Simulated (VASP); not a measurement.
# In3Se (Pm-3m) in VASP: a series of runs

Runs on In3Se. Level: LDA. Tasks: single point.

All numbers are computed with VASP 6.6.1; they aren't measurements. Logs are shortened: lines on timing, memory, paths and dates and some standing lists are left out, and cuts for length are marked.

## (1) The cell of the first run

The structure is cubic, space group Pm-3m (No. 221). Conventional cell: a = 4.772 Å, b = 4.772 Å, c = 4.772 Å, α = 90.00°, β = 90.00°, γ = 90.00°. In (site symmetry 4/mmm) has 8 In at 3.37 Å and 4 Se at 3.37 Å within 4.4 Å. Within 4.4 Å of Se (site symmetry m-3m) lie 12 In at 3.37 Å.

## (2) Single point, LDA (volume scaled by 0.98)

Contents of INCAR:

```
PREC = Accurate
ENCUT = 520
EDIFF = 1E-6
ISMEAR = -1
SIGMA = 0.05
LREAL = False
LASPH = True
NELM = 60
ALGO = Normal
ISIF = 2
LWAVE = False
LCHARG = False
GGA = CA
NBANDS = 30
```

Contents of KPOINTS:

```
regular mesh
0
Gamma
  6 6 6
```

Contents of POSCAR:

```
In3Se
1.0
    4.7715170420      0.0000000000      0.0000000000
    0.0000000000      4.7715170420      0.0000000000
    0.0000000000      0.0000000000      4.7715170420
In Se
3 1
Direct
    0.5000000000      0.5000000000      0.0000000000
    0.5000000000      0.0000000000      0.5000000000
    0.0000000000      0.5000000000      0.5000000000
    0.0000000000      0.0000000000      0.0000000000
```

Potentials or basis: VASP PAW LDA potentials, release 64 (In_d, Se).

Started as:

```console
$ cat potpaw_LDA.64/In_d/POTCAR potpaw_LDA.64/Se/POTCAR > POTCAR
$ mpirun -np 1 vasp_std > vasp.out
```

OUTCAR:

```text
PREC = Accurate
   ENCUT = 520
   EDIFF = 1E-6
   ISMEAR = -1
   LREAL = False
   LASPH = True
   NELM = 60
   ISIF = 2
   GGA = CA

 ion  position               nearest neighbor table
   1  0.500  0.500  0.000-   2 3.37   3 3.37   4 3.37   2 3.37   3 3.37   2 3.37   4 3.37   2 3.37
                             3 3.37   4 3.37   3 3.37   4 3.37
   2  0.500  0.000  0.500-   1 3.37   3 3.37   4 3.37   1 3.37   4 3.37   1 3.37   3 3.37   1 3.37
                             3 3.37   4 3.37   4 3.37   3 3.37
   3  0.000  0.500  0.500-   1 3.37   2 3.37   4 3.37   1 3.37   4 3.37   2 3.37   4 3.37   4 3.37
                             1 3.37   2 3.37   1 3.37   2 3.37
   4  0.000  0.000  0.000-   1 3.37   2 3.37   3 3.37   2 3.37   3 3.37   1 3.37   3 3.37   3 3.37
                             1 3.37   2 3.37   2 3.37   1 3.37

  LATTYP: Found a simple cubic cell.
 ALAT       =     4.7715170420

  Lattice vectors:

 A1 = (   4.7715170420,   0.0000000000,   0.0000000000)
 A2 = (   0.0000000000,   4.7715170420,   0.0000000000)
 A3 = (   0.0000000000,   0.0000000000,   4.7715170420)

Analysis of symmetry for initial positions (statically):
=====================================================================
 Subroutine PRICEL returns:
 Original cell was already a primitive cell.

 Routine SETGRP: Setting up the symmetry group for a
 simple cubic supercell.

 Subroutine GETGRP returns: Found 48 space group operations
 (whereof 48 operations were pure point group operations)
 out of a pool of 48 trial point group operations.

The static configuration has the point symmetry O_h .

Analysis of symmetry for dynamics (positions and initial velocities):
=====================================================================
 Subroutine PRICEL returns:
 Original cell was already a primitive cell.

 Routine SETGRP: Setting up the symmetry group for a
 simple cubic supercell.

 Subroutine GETGRP returns: Found 48 space group operations
 (whereof 48 operations were pure point group operations)
 out of a pool of 48 trial point group operations.

The dynamic configuration has the point symmetry O_h .

 Subroutine INISYM returns: Found 48 space group operations
 (whereof 48 operations are pure point group operations),
 and found     1 'primitive' translations

----------------------------------------------------------------------------------------

                                     Primitive cell

  volume of cell :     108.6349

  direct lattice vectors                    reciprocal lattice vectors
     4.771517042  0.000000000  0.000000000     0.209576952  0.000000000  0.000000000
     0.000000000  4.771517042  0.000000000     0.000000000  0.209576952  0.000000000
     0.000000000  0.000000000  4.771517042     0.000000000  0.000000000  0.209576952

  length of vectors
     4.771517042  4.771517042  4.771517042     0.209576952  0.209576952  0.209576952

  position of ions in fractional coordinates (direct lattice)
     0.500000000  0.500000000  0.000000000
     0.500000000  0.000000000  0.500000000
     0.000000000  0.500000000  0.500000000
     0.000000000  0.000000000  0.000000000

  ion indices of the primitive-cell ions
   primitive index   ion index
                 1           1
                 2           2
                 3           3
                 4           4

----------------------------------------------------------------------------------------

 KPOINTS: regular mesh

Automatic generation of k-mesh.
 Grid dimensions read from file:
 generate k-points for:    6    6    6

 Generating k-lattice:

  Cartesian coordinates                     Fractional coordinates (reciprocal lattice)
     0.034929492  0.000000000  0.000000000     0.166666667  0.000000000  0.000000000
     0.000000000  0.034929492  0.000000000     0.000000000  0.166666667  0.000000000
     0.000000000  0.000000000  0.034929492     0.000000000  0.000000000  0.166666667

  Length of vectors
     0.034929492  0.034929492  0.034929492

  Shift w.r.t. Gamma in fractional coordinates (k-lattice)
     0.000000000  0.000000000  0.000000000

 Subroutine IBZKPT returns following result:
 ===========================================

 Found     20 irreducible k-points:

 Following reciprocal coordinates:
            Coordinates               Weight
  0.000000  0.000000  0.000000      1.000000
  0.166667  0.000000  0.000000      6.000000
  0.333333  0.000000  0.000000      6.000000
  0.500000  0.000000  0.000000      3.000000
  0.166667  0.166667  0.000000     12.000000
  0.333333  0.166667  0.000000     24.000000
[... 12 lines left out ...]
  0.500000  0.500000  0.333333      6.000000
  0.500000  0.500000  0.500000      1.000000
   k-points           NKPTS =     20   k-points in BZ     NKDIM =     20   number of bands    NBANDS=     30
   number of dos      NEDOS =    301   number of ions     NIONS =      4
   total plane-waves  NPLWV =  46656
   dimension x,y,z NGX =    36 NGY =   36 NGZ =   36
   dimension x,y,z NGXF=    72 NGYF=   72 NGZF=   72
   ions per type =               3   1
   NGX,Y,Z   is equivalent  to a cutoff of  12.54, 12.54, 12.54 a.u.
   NGXF,Y,Z  is equivalent  to a cutoff of  25.09, 25.09, 25.09 a.u.
 SYSTEM =  unknown system
   PREC   = accura    normal or accurate (medium, high low for compatibility)
   ISTART =      0    job   : 0-new  1-cont  2-samecut
   ICHARG =      2    charge: 1-file 2-atom 10-const
   ISPIN  =      1    spin polarized calculation?
   LNONCOLLINEAR =      F non collinear calculations
   LSORBIT =      F    spin-orbit coupling
   LASPH  =      T    aspherical Exc in radial PAW
   ENCUT  =  520.0 eV  38.22 Ry    6.18 a.u.   8.87  8.87  8.87*2*pi/ulx,y,z
   NELM   =     60;   NELMIN=  2; NELMDL= -5     # of ELM steps
   EDIFF  = 0.1E-05   stopping-criterion for ELM
   LREAL  =      F    real-space projection
   EDIFFG = 0.1E-04   stopping-criterion for IOM
   NSW    =      0    number of steps for IOM
   IBRION =     -1    ionic relax: 0-MD 1-quasi-New 2-CG
   NFREE  =      0    steps in history (QN), initial steepest desc. (CG)
   ISIF   =      2    stress and relaxation
   ISYM   =      2    0-nonsym 1-usesym 2-fastsym
   POTIM  = 0.5000    time-step for ionic-motion
   TEBEG  =    0.0;   TEEND  =   0.0 temperature during run
   PSTRESS=    0.0 pullay stress
   NELECT =      45.0000    total number of electrons
   NUPDOWN=      -1.0000    fix difference up-down
   EMIN   =  10.00;   EMAX   =-10.00  energy-range for DOS
   EFERMI =   0.00;   METHOD = LEGACY
   ISMEAR =    -1;   SIGMA  =   0.05  broadening in eV -4-tet -1-fermi 0-gaus
   EFERMI_NEDOS =   21; number of points for ismear=-14 and -15
   IALGO  =     38    algorithm
   IMIX   =      4    mixing-type and parameters
     AMIX     =   0.40;   BMIX     =  1.00
     AMIX_MAG =   1.60;   BMIX_MAG =  1.00
  volume/ion in A,a.u.               =      27.16       183.28
  Fermi-wavevector in a.u.,A,eV,Ry     =   1.220363  2.306153 20.262979  1.489287
  Thomas-Fermi vector in A             =   2.355583
   LORBIT       =      0    0 simple, 1 ext, 2 COOP (PROOUT), +10 PAW based schemes
   GGA     = CA    functional components
   LHFCALC =     F    Hartree Fock is set to
   AEXX    =    0.0000 exact exchange contribution
   IVDW    =     0    specifies the selected vdW correction
   LEPSILON=     F    determine dielectric tensor
   LRPA    =     F    only Hartree local field effects (RPA)
 non-spin polarized calculation
  energy-cutoff  :      520.00
  volume of cell :      108.63
 maximum number of plane-waves:      2968
 NGX is ok and might be reduce to    36
   NGX = 17   NGY = 17   NGZ = 17

 number of electron      45.0000044 magnetization

 Free energy of the ion-electron system (eV)
  ---------------------------------------------------
  ext. energy  EPLUGINS =         0.00000000
  ---------------------------------------------------
  free energy    TOTEN  =       -14.08693576 eV

  energy without entropy =      -14.07489970  energy(sigma->0) =      -14.08091773

 E-fermi :   5.9764     XC(G=0): -10.1117

 val. band max:        5.7801704655   @ k =   0.5000   0.0000   0.0000
 cond. band min:       6.0067095993   @ k =   0.5000   0.1667   0.0000
 fundamental gap:      0.2265391338
 Fermi energy:         5.9764330727

 k-point     1 :       0.0000    0.0000    0.0000
  band No.  band energies     occupation
      1      -8.8059      2.00000
      2      -8.7960      2.00000
      3      -8.7960      2.00000
      4      -8.7960      2.00000
      5      -8.6666      2.00000
      6      -8.6666      2.00000
[... 22 lines left out ...]
     29      11.3259      0.00000
     30      12.8892      0.00000

 k-point     2 :       0.1667    0.0000    0.0000
  band No.  band energies     occupation
      1      -8.7915      2.00000
      2      -8.7809      2.00000
      3      -8.7699      2.00000
      4      -8.7699      2.00000
      5      -8.6634      2.00000
      6      -8.6495      2.00000
[... 22 lines left out ...]
     29      11.9966      0.00000
     30      13.0141      0.00000

 k-point     3 :       0.3333    0.0000    0.0000
  band No.  band energies     occupation
      1      -8.7819      2.00000
      2      -8.7187      2.00000
      3      -8.6977      2.00000
      4      -8.6977      2.00000
      5      -8.6551      2.00000
      6      -8.6065      2.00000
[... 22 lines left out ...]
     29      11.8104      0.00000
     30      12.3697      0.00000

 k-point     4 :       0.5000    0.0000    0.0000
  band No.  band energies     occupation
      1      -8.7769      2.00000
      2      -8.6776      2.00000
      3      -8.6393      2.00000
      4      -8.6176      2.00000
      5      -8.6176      2.00000
      6      -8.5737      2.00000
[... 484 lines left out ...]
     29      12.8124      0.00000
     30      12.8128      0.00000

 k-point    19 :       0.5000    0.5000    0.3333
  band No.  band energies     occupation
      1      -8.7779      2.00000
      2      -8.6913      2.00000
      3      -8.6913      2.00000
      4      -8.6896      2.00000
      5      -8.6631      2.00000
      6      -8.6631      2.00000
[... 22 lines left out ...]
     29      12.9647      0.00000
     30      13.8427      0.00000

 k-point    20 :       0.5000    0.5000    0.5000
  band No.  band energies     occupation
      1      -8.8068      2.00000
      2      -8.7014      2.00000
      3      -8.7014      2.00000
      4      -8.7014      2.00000
      5      -8.6705      2.00000
      6      -8.6705      2.00000
[... 22 lines left out ...]
     29      13.9857      0.00000
     30      14.2457      0.00000

------------------------ aborting loop because EDIFF is reached ----------------------------------------

  FORCE on cell =-STRESS in cart. coord.  units (eV):
  Direction    XX          YY          ZZ          XY          YZ          ZX
  --------------------------------------------------------------------------------------
  -------------------------------------------------------------------------------------
  Total       -2.5447842     -2.5447842     -2.5447842      0.0000000      0.0000000     -0.0000000
  in kB      -37.5311700    -37.5311700    -37.5311700      0.0000000      0.0000000     -0.0000000
  external PRESSURE =     -37.5311700 kB  Pullay stress =       0.0000000 kB

 VOLUME and BASIS-vectors are now :
 -----------------------------------------------------------------------------
  energy-cutoff  :      520.00
  volume of cell :      108.63
      direct lattice vectors                 reciprocal lattice vectors
     4.771517042  0.000000000  0.000000000     0.209576952  0.000000000  0.000000000
     0.000000000  4.771517042  0.000000000     0.000000000  0.209576952  0.000000000
     0.000000000  0.000000000  4.771517042     0.000000000  0.000000000  0.209576952

 POSITION                                       TOTAL-FORCE (eV/Angst)
 -----------------------------------------------------------------------------------
      2.38576      2.38576      0.00000         0.000000      0.000000      0.000000
      2.38576      0.00000      2.38576         0.000000      0.000000      0.000000
      0.00000      2.38576      2.38576         0.000000      0.000000      0.000000
      0.00000      0.00000      0.00000         0.000000      0.000000      0.000000
 -----------------------------------------------------------------------------------
    total drift:                                0.000000      0.000000      0.000000

  FREE ENERGIE OF THE ION-ELECTRON SYSTEM (eV)
  ---------------------------------------------------
  free  energy   TOTEN  =       -14.0869357574 eV

  energy  without entropy=      -14.0748996951  energy(sigma->0) =      -14.08091773
```

It took 97 s on 1 thread of AMD EPYC 7R13, shared host; peak memory 0.17 GiB.

What came out:

```
Free energy : -14.0869 eV
Pressure    : -3.8 GPa
```

Caveat: the cell differs from its parent crystal (volume scaled by 0.98); spin-orbit coupling is left out, which moves the levels of the heavy elements.

## (3) Single point, LDA

This run uses another cell than the first one, of 27.71 Å³/atom, 1.020 times its volume.

Contents of INCAR:

```
SYSTEM = In3Se
  PREC = Accurate
  ENCUT = 520
  EDIFF = 1E-7
  ISMEAR = -1
  SIGMA = 0.05
  LREAL = .False.
  LASPH = .True.
  NELM = 80
  ALGO = Normal
  ISIF = 2
  LWAVE = .False.
  LCHARG = .True.
  LELF = .True.
  LVHAR = .True.
  NBANDS = 30
```

Contents of KPOINTS:

```
Automatic mesh
0
Gamma
  6 6 6
  0 0 0
```

Contents of POSCAR:

```
In3Se
1.0
    4.8037580000      0.0000000000      0.0000000000
    0.0000000000      4.8037580000      0.0000000000
    0.0000000000      0.0000000000      4.8037580000
In Se
3 1
Direct
    0.5000000000      0.5000000000      0.0000000000
    0.5000000000      0.0000000000      0.5000000000
    0.0000000000      0.5000000000      0.5000000000
    0.0000000000      0.0000000000      0.0000000000
```

Potentials or basis: VASP PAW LDA potentials, release 64 (In_d, Se).

Started as:

```console
$ cat potpaw_LDA.64/In_d/POTCAR potpaw_LDA.64/Se/POTCAR > POTCAR
$ mpirun -np 1 vasp_std > vasp.out
```

OUTCAR:

```text
SYSTEM = In3Se
   PREC = Accurate
   ENCUT = 520
   EDIFF = 1E-7
   ISMEAR = -1
   LREAL = .False.
   LASPH = .True.
   NELM = 80
   ISIF = 2

 ion  position               nearest neighbor table
   1  0.500  0.500  0.000-   2 3.40   3 3.40   4 3.40   2 3.40   3 3.40   2 3.40   4 3.40   2 3.40
                             3 3.40   4 3.40   3 3.40   4 3.40
   2  0.500  0.000  0.500-   1 3.40   3 3.40   4 3.40   1 3.40   4 3.40   1 3.40   3 3.40   1 3.40
                             3 3.40   4 3.40   4 3.40   3 3.40
   3  0.000  0.500  0.500-   1 3.40   2 3.40   4 3.40   1 3.40   4 3.40   2 3.40   4 3.40   4 3.40
                             1 3.40   2 3.40   1 3.40   2 3.40
   4  0.000  0.000  0.000-   1 3.40   2 3.40   3 3.40   2 3.40   3 3.40   1 3.40   3 3.40   3 3.40
                             1 3.40   2 3.40   2 3.40   1 3.40

  LATTYP: Found a simple cubic cell.
 ALAT       =     4.8037580000

  Lattice vectors:

 A1 = (   4.8037580000,   0.0000000000,   0.0000000000)
 A2 = (   0.0000000000,   4.8037580000,   0.0000000000)
 A3 = (   0.0000000000,   0.0000000000,   4.8037580000)

Analysis of symmetry for initial positions (statically):
=====================================================================
 Subroutine PRICEL returns:
 Original cell was already a primitive cell.

 Routine SETGRP: Setting up the symmetry group for a
 simple cubic supercell.

 Subroutine GETGRP returns: Found 48 space group operations
 (whereof 48 operations were pure point group operations)
 out of a pool of 48 trial point group operations.

The static configuration has the point symmetry O_h .

Analysis of symmetry for dynamics (positions and initial velocities):
=====================================================================
 Subroutine PRICEL returns:
 Original cell was already a primitive cell.

 Routine SETGRP: Setting up the symmetry group for a
 simple cubic supercell.
[... 120 lines left out ...]
   EFERMI_NEDOS =   21; number of points for ismear=-14 and -15
   IALGO  =     38    algorithm
   IMIX   =      4    mixing-type and parameters
     AMIX     =   0.40;   BMIX     =  1.00
     AMIX_MAG =   1.60;   BMIX_MAG =  1.00
  volume/ion in A,a.u.               =      27.71       187.02
  Fermi-wavevector in a.u.,A,eV,Ry     =   1.212173  2.290675 19.991897  1.469363
  Thomas-Fermi vector in A             =   2.347665
   LORBIT       =      0    0 simple, 1 ext, 2 COOP (PROOUT), +10 PAW based schemes
   GGA     = CA    functional components
   LHFCALC =     F    Hartree Fock is set to
   AEXX    =    0.0000 exact exchange contribution
   IVDW    =     0    specifies the selected vdW correction
   LEPSILON=     F    determine dielectric tensor
   LRPA    =     F    only Hartree local field effects (RPA)
 non-spin polarized calculation
  energy-cutoff  :      520.00
  volume of cell :      110.85
 maximum number of plane-waves:      3016
 NGX is ok and might be reduce to    36
   NGX = 17   NGY = 17   NGZ = 17

 number of electron      45.0000022 magnetization

 Free energy of the ion-electron system (eV)
  ---------------------------------------------------
  ext. energy  EPLUGINS =         0.00000000
  ---------------------------------------------------
  free energy    TOTEN  =       -14.03195357 eV

  energy without entropy =      -14.01943585  energy(sigma->0) =      -14.02569471

 E-fermi :   5.7678     XC(G=0): -10.0194

 val. band max:        5.5988327408   @ k =   0.5000   0.0000   0.0000
 cond. band min:       5.8210086839   @ k =   0.5000   0.1667   0.0000
 fundamental gap:      0.2221759431
 Fermi energy:         5.7677694095

 k-point     1 :       0.0000    0.0000    0.0000
  band No.  band energies     occupation
      1      -8.9927      2.00000
      2      -8.9877      2.00000
      3      -8.9877      2.00000
      4      -8.9877      2.00000
      5      -8.8646      2.00000
      6      -8.8646      2.00000
[... 649 lines left out ...]
     29      13.6482      0.00000
     30      13.8880      0.00000

------------------------ aborting loop because EDIFF is reached ----------------------------------------

  FORCE on cell =-STRESS in cart. coord.  units (eV):
  Direction    XX          YY          ZZ          XY          YZ          ZX
  --------------------------------------------------------------------------------------
  -------------------------------------------------------------------------------------
  Total       -2.9634761     -2.9634761     -2.9634761      0.0000000      0.0000000     -0.0000000
  in kB      -42.8320292    -42.8320292    -42.8320292      0.0000000      0.0000000     -0.0000000
  external PRESSURE =     -42.8320292 kB  Pullay stress =       0.0000000 kB

 VOLUME and BASIS-vectors are now :
 -----------------------------------------------------------------------------
  energy-cutoff  :      520.00
  volume of cell :      110.85
      direct lattice vectors                 reciprocal lattice vectors
     4.803758000  0.000000000  0.000000000     0.208170353  0.000000000  0.000000000
     0.000000000  4.803758000  0.000000000     0.000000000  0.208170353  0.000000000
     0.000000000  0.000000000  4.803758000     0.000000000  0.000000000  0.208170353

 POSITION                                       TOTAL-FORCE (eV/Angst)
 -----------------------------------------------------------------------------------
      2.40188      2.40188      0.00000         0.000000      0.000000      0.000000
      2.40188      0.00000      2.40188         0.000000      0.000000      0.000000
      0.00000      2.40188      2.40188         0.000000      0.000000      0.000000
      0.00000      0.00000      0.00000         0.000000      0.000000      0.000000
 -----------------------------------------------------------------------------------
    total drift:                                0.000000      0.000000      0.000000

  FREE ENERGIE OF THE ION-ELECTRON SYSTEM (eV)
  ---------------------------------------------------
  free  energy   TOTEN  =       -14.0319535746 eV

  energy  without entropy=      -14.0194358456  energy(sigma->0) =      -14.02569471
```

Run time: 1.9 min. Hardware: 1 thread of AMD EPYC 7R13, shared host; peak memory 0.17 GiB.

What came out:

```yaml
Free_energy: -14.0320 eV
Pressure: -4.3 GPa
```

Caveat: spin-orbit coupling is left out, which moves the levels of the heavy elements.

[end of part 1 of 2]
